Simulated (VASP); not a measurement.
# TaN (P-62m) in VASP: settings compared

TaN is run at these levels: PBE+D3(BJ), PBE; tasks: single point.

All numbers are computed with VASP 6.6.1; they aren't measurements. Logs are shortened: lines on timing, memory, paths and dates and some standing lists are left out, and cuts for length are marked.

**1. The cell of the first run**

The structure is hexagonal, space group P-62m (No. 189). The conventional cell has a = 5.189 Å, b = 5.189 Å, c = 2.904 Å, α = 90.00°, β = 90.00°, γ = 120.00°. Ta (site symmetry -62m) has 3 N at 2.04 Å within 2.7 Å. Ta (site symmetry -6) has 6 N at 2.16 Å within 2.9 Å. N (site symmetry m2m) has 5 Ta at 2.04 to 2.16 Å within 2.7 Å.

**2. Single point, PBE+D3(BJ)**

INCAR

```
PREC = Accurate
ENCUT = 520
EDIFF = 1E-7
ISMEAR = -1
SIGMA = 0.05
LREAL = F
LASPH = T
NELM = 80
ALGO = Normal
ISIF = 2
LWAVE = F
LCHARG = T
GGA = PE
IVDW = 12
LELF = T
LVHAR = T
NBANDS = 33
```

KPOINTS

```
Automatic mesh
0
Gamma
  6 6 9
```

POSCAR

```
TaN
1.0
    5.1892054867      0.0000000000      0.0000000000
   -2.5946027434      4.4939837770      0.0000000000
    0.0000000000      0.0000000000      2.9039766945
Ta N
3 3
Direct
    0.0000000000      0.0000000000      0.0000000000
    0.6666666667      0.3333333333      0.5000000000
    0.3333333333      0.6666666667      0.5000000000
    0.0000000000      0.3933812501      0.0000000000
    0.6066187499      0.6066187499      0.0000000000
    0.3933812501      0.0000000000      0.0000000000
```

Potentials or basis: VASP PAW PBE potentials, release 64 (Ta_pv, N).

Run with:

```console
$ cat potpaw_PBE.64/Ta_pv/POTCAR potpaw_PBE.64/N/POTCAR > POTCAR
$ mpirun -np 1 vasp_std > vasp.out
```

OUTCAR:

```text
PREC = Accurate
   ENCUT = 520
   EDIFF = 1E-7
   ISMEAR = -1
   LREAL = F
   LASPH = T
   NELM = 80
   ISIF = 2
   GGA = PE
   IVDW = 12
 IVDW          = 12

 ion  position               nearest neighbor table
   1  0.000  0.000  0.000-   6 2.04   5 2.04   4 2.04   3 3.33   2 3.33   2 3.33   3 3.33   2 3.33
                             2 3.33   3 3.33   3 3.33   2 3.33   2 3.33   3 3.33   3 3.33
   2  0.667  0.333  0.500-   4 2.16   4 2.16   6 2.16   6 2.16   5 2.16   5 2.16   3 3.00   3 3.00
                             3 3.00   1 3.33   1 3.33   1 3.33   1 3.33   1 3.33   1 3.33
   3  0.333  0.667  0.500-   6 2.16   6 2.16   4 2.16   4 2.16   5 2.16   5 2.16   2 3.00   2 3.00
                             2 3.00   1 3.33   1 3.33   1 3.33   1 3.33   1 3.33   1 3.33
   4  0.000  0.393  0.000-   1 2.04   2 2.16   2 2.16   3 2.16   3 2.16
   5  0.607  0.607  0.000-   1 2.04   3 2.16   3 2.16   2 2.16   2 2.16
   6  0.393  0.000  0.000-   1 2.04   3 2.16   3 2.16   2 2.16   2 2.16

  LATTYP: Found a hexagonal cell.
 ALAT       =     5.1892054867
 C/A-ratio  =     0.5596187513

  Lattice vectors:

 A1 = (   5.1892054867,   0.0000000000,   0.0000000000)
 A2 = (  -2.5946027434,   4.4939837770,   0.0000000000)
 A3 = (   0.0000000000,   0.0000000000,   2.9039766945)

Analysis of symmetry for initial positions (statically):
=====================================================================
 Subroutine PRICEL returns:
 Original cell was already a primitive cell.

 Routine SETGRP: Setting up the symmetry group for a
 hexagonal supercell.

 Subroutine GETGRP returns: Found 12 space group operations
 (whereof 12 operations were pure point group operations)
 out of a pool of 24 trial point group operations.

The static configuration has the point symmetry D_3h.

Analysis of symmetry for dynamics (positions and initial velocities):
=====================================================================
 Subroutine PRICEL returns:
 Original cell was already a primitive cell.

 Routine SETGRP: Setting up the symmetry group for a
 hexagonal supercell.

 Subroutine GETGRP returns: Found 12 space group operations
 (whereof 12 operations were pure point group operations)
 out of a pool of 24 trial point group operations.

The dynamic configuration has the point symmetry D_3h.

 Subroutine INISYM returns: Found 12 space group operations
 (whereof 12 operations are pure point group operations),
 and found     1 'primitive' translations

[... 103 lines left out ...]
   LREAL  =      F    real-space projection
   EDIFFG = 0.1E-05   stopping-criterion for IOM
   NSW    =      0    number of steps for IOM
   IBRION =     -1    ionic relax: 0-MD 1-quasi-New 2-CG
   NFREE  =      0    steps in history (QN), initial steepest desc. (CG)
   ISIF   =      2    stress and relaxation
   ISYM   =      2    0-nonsym 1-usesym 2-fastsym
   POTIM  = 0.5000    time-step for ionic-motion
   TEBEG  =    0.0;   TEEND  =   0.0 temperature during run
   PSTRESS=    0.0 pullay stress
   NELECT =      48.0000    total number of electrons
   NUPDOWN=      -1.0000    fix difference up-down
   EMIN   =  10.00;   EMAX   =-10.00  energy-range for DOS
   EFERMI =   0.00;   METHOD = LEGACY
   ISMEAR =    -1;   SIGMA  =   0.05  broadening in eV -4-tet -1-fermi 0-gaus
   EFERMI_NEDOS =   21; number of points for ismear=-14 and -15
   IALGO  =     38    algorithm
   IMIX   =      4    mixing-type and parameters
     AMIX     =   0.40;   BMIX     =  1.00
     AMIX_MAG =   1.60;   BMIX_MAG =  1.00
  volume/ion in A,a.u.               =      11.29        76.17
  Fermi-wavevector in a.u.,A,eV,Ry     =   1.459643  2.758326 28.988010  2.130559
  Thomas-Fermi vector in A             =   2.576186
   LORBIT       =      0    0 simple, 1 ext, 2 COOP (PROOUT), +10 PAW based schemes
   GGA     = PE    functional components
   LHFCALC =     F    Hartree Fock is set to
   AEXX    =    0.0000 exact exchange contribution
   IVDW    =    12    specifies the selected vdW correction
   LEPSILON=     F    determine dielectric tensor
   LRPA    =     F    only Hartree local field effects (RPA)
 non-spin polarized calculation
  energy-cutoff  :      520.00
  volume of cell :       67.72
 maximum number of plane-waves:      1846
 NGX is ok and might be reduce to    40
   NGX = 19   NGY = 19   NGZ = 11

 number of electron      48.0000001 magnetization

 Free energy of the ion-electron system (eV)
  ---------------------------------------------------
  ext. energy  EPLUGINS =         0.00000000
  ---------------------------------------------------
  free energy    TOTEN  =       -67.45583111 eV

  energy without entropy =      -67.44923906  energy(sigma->0) =      -67.45253509

 E-fermi :   8.3704     XC(G=0): -13.0325

 val. band max:        8.3665654357   @ k =   0.0000   0.0000   0.2222
 cond. band min:       8.3888345184   @ k =   0.1667   0.0000   0.2222
 fundamental gap:      0.0222690827
 Fermi energy:         8.3703879188

 k-point     1 :       0.0000    0.0000    0.0000
  band No.  band energies     occupation
      1     -27.8509      2.00000
      2     -27.8509      2.00000
      3     -27.4930      2.00000
      4     -27.4930      2.00000
      5     -27.3122      2.00000
      6     -27.2034      2.00000
[... 853 lines left out ...]
     32      12.1243      0.00000
     33      13.4963      0.00000

 [... further k-points ...]

------------------------ aborting loop because EDIFF is reached ----------------------------------------

 Edisp (eV)   -2.66404

 E8    (eV) :    -1.2312

  FORCE on cell =-STRESS in cart. coord.  units (eV):
  Direction    XX          YY          ZZ          XY          YZ          ZX
  --------------------------------------------------------------------------------------
  -------------------------------------------------------------------------------------
  Total       0.33847     0.33847     0.27166    -0.00000     0.00000     0.00000
  in kB       8.00768     8.00768     6.42704    -0.00000     0.00000     0.00000
  external pressure =        7.48 kB  Pullay stress =        0.00 kB

 VOLUME and BASIS-vectors are now :
 -----------------------------------------------------------------------------
  energy-cutoff  :      520.00
  volume of cell :       67.72
      direct lattice vectors                 reciprocal lattice vectors
     5.189205487  0.000000000  0.000000000     0.192707728  0.111259859  0.000000000
    -2.594602743  4.493983777  0.000000000     0.000000000  0.222519717  0.000000000
     0.000000000  0.000000000  2.903976694     0.000000000  0.000000000  0.344355381

 POSITION                                       TOTAL-FORCE (eV/Angst)
 -----------------------------------------------------------------------------------
      0.00000      0.00000      0.00000        -0.000000     -0.000000     -0.000000
      2.59460      1.49799      1.45199         0.000000     -0.000000     -0.000000
     -0.00000      2.99599      1.45199        -0.000000     -0.000000     -0.000000
     -1.02067      1.76785      0.00000        -0.003137      0.005433     -0.000000
      1.57393      2.72613      0.00000        -0.003137     -0.005433     -0.000000
      2.04134      0.00000      0.00000         0.006274      0.000000      0.000000
 -----------------------------------------------------------------------------------
    total drift:                               -0.000002     -0.000003      0.000000

  FREE ENERGIE OF THE ION-ELECTRON SYSTEM (eV)
  ---------------------------------------------------
  free  energy   TOTEN  =       -70.1198676294 eV

  energy  without entropy=      -70.1132755813  energy(sigma->0) =      -70.11657161
```

Run time: 92 s. Hardware: 1 thread of Intel Xeon Platinum 8259CL at 2.50GHz (Skylake/Cascade Lake), shared host; peak memory 0.23 GiB.

What came out:

```
Free energy                : -70.1199 eV
Pressure                   : 0.7 GPa
Largest force              : 0.006 eV/Å
Band gap on the k mesh     : zero (band 24 reaches 10.15 eV, above the bottom of band 25 at 7.05 eV)
Dispersion energy per atom : -0.444 eV
```

Forces on the atoms (eV/Å):
```
Ta   0.000  0.000  0.000
Ta   0.000  0.000  0.000
Ta   0.000  0.000  0.000
N   -0.003  0.005  0.000
N   -0.003 -0.005  0.000
N    0.006  0.000  0.000
```

Stress tensor (GPa, compression positive):
```
0.80 0.00 0.00
0.00 0.80 0.00
0.00 0.00 0.64
```

Caveat: spin-orbit coupling is left out, which moves the levels of the heavy elements; pairwise dispersion overbinds metals, which lowers pressure and volume.

**3. Single point, PBE**

This run uses another cell than the first one, of 11.34 Å³/atom, 1.005 times its volume.

INCAR

```
SYSTEM = TaN
ALGO = Normal ; EDIFF = 1E-6
ENCUT = 520 ; GGA = PE
ISIF = 2 ; ISMEAR = 0
LASPH = .TRUE. ; LCHARG = .FALSE.
LREAL = .FALSE. ; LWAVE = .FALSE.
NBANDS = 33 ; NELM = 100
PREC = Accurate ; SIGMA = 0.012
```

KPOINTS

```
k-points
0
G
  6 6 9
  0 0 0
```

POSCAR

```
TaN
1.0
    5.1960000000      0.0000000000      0.0000000000
   -2.5980000000      4.4998679981      0.0000000000
    0.0000000000      0.0000000000      2.9110000000
Ta N
3 3
Direct
    0.0000000000      0.0000000000      0.0000000000
    0.6666666667      0.3333333333      0.5000000000
    0.3333333333      0.6666666667      0.5000000000
    0.0000000000      0.3928500000      0.0000000000
    0.6071500000      0.6071500000      0.0000000000
    0.3928500000      0.0000000000      0.0000000000
```

Potentials or basis: VASP PAW PBE potentials, release 64 (Ta_pv, N).

Run with:

```console
$ cat potpaw_PBE.64/Ta_pv/POTCAR potpaw_PBE.64/N/POTCAR > POTCAR
$ mpirun -np 1 vasp_std > vasp.out
```

OUTCAR:

```text
SYSTEM = TaN
   EDIFF = 1E-6
   ENCUT = 520
   GGA = PE
   ISIF = 2
   ISMEAR = 0
   LASPH = .TRUE.
   LREAL = .FALSE.
   NELM = 100
   PREC = Accurate

 ion  position               nearest neighbor table
   1  0.000  0.000  0.000-   6 2.04   5 2.04   4 2.04   3 3.33   2 3.33   2 3.33   3 3.33   2 3.33
                             2 3.33   3 3.33   3 3.33   2 3.33   2 3.33   3 3.33   3 3.33
   2  0.667  0.333  0.500-   4 2.16   4 2.16   6 2.16   6 2.16   5 2.16   5 2.16   3 3.00   3 3.00
                             3 3.00   1 3.33   1 3.33   1 3.33   1 3.33   1 3.33   1 3.33
   3  0.333  0.667  0.500-   6 2.16   6 2.16   4 2.16   4 2.16   5 2.16   5 2.16   2 3.00   2 3.00
[... 1077 lines left out ...]
  Total        2.4194891      2.4194891      2.3794441      0.0000000      0.0000000      0.0000000
  in kB       56.9538548     56.9538548     56.0112117      0.0000000      0.0000000      0.0000000
  external PRESSURE =      56.6396404 kB  Pullay stress =       0.0000000 kB

 VOLUME and BASIS-vectors are now :
 -----------------------------------------------------------------------------
  energy-cutoff  :      520.00
  volume of cell :       68.06
      direct lattice vectors                 reciprocal lattice vectors
     5.196000000  0.000000000  0.000000000     0.192455735  0.111114371  0.000000000
    -2.598000000  4.499867998  0.000000000     0.000000000  0.222228741  0.000000000
     0.000000000  0.000000000  2.911000000     0.000000000  0.000000000  0.343524562

 POSITION                                       TOTAL-FORCE (eV/Angst)
 -----------------------------------------------------------------------------------
      0.00000      0.00000      0.00000         0.000000      0.000000     -0.000000
      2.59800      1.49996      1.45550         0.000000      0.000000     -0.000000
     -0.00000      2.99991      1.45550         0.000000     -0.000000     -0.000000
     -1.02062      1.76777      0.00000        -0.031303      0.054219      0.000000
      1.57738      2.73209      0.00000        -0.031303     -0.054219     -0.000000
      2.04125      0.00000      0.00000         0.062606     -0.000000      0.000000
 -----------------------------------------------------------------------------------
    total drift:                               -0.000002     -0.000003      0.000000

  FREE ENERGIE OF THE ION-ELECTRON SYSTEM (eV)
  ---------------------------------------------------
  free  energy   TOTEN  =       -67.4649146031 eV

  energy  without entropy=      -67.4647887588  energy(sigma->0) =      -67.46485168
```

Run time: 81 s. Hardware: 1 thread of Intel Xeon Platinum 8259CL at 2.50GHz (Skylake/Cascade Lake), shared host; peak memory 0.21 GiB.

Results:

| Quantity | Value |
| --- | --- |
| Free energy | -67.4649 eV |
| Pressure | 5.7 GPa |
| Largest force | 0.063 eV/Å |
| Band gap on the k mesh | zero (band 24 reaches 10.07 eV, above the bottom of band 25 at 7.00 eV) |

Forces on the atoms (eV/Å):
```
Ta   0.000  0.000  0.000
Ta   0.000  0.000  0.000
Ta   0.000  0.000  0.000
N   -0.031  0.054  0.000
N   -0.031 -0.054  0.000
N    0.063  0.000  0.000
```

Stress tensor (GPa, compression positive):
```
5.70 0.00 0.00
0.00 5.70 0.00
0.00 0.00 5.60
```

Caveat: spin-orbit coupling is left out, which moves the levels of the heavy elements.
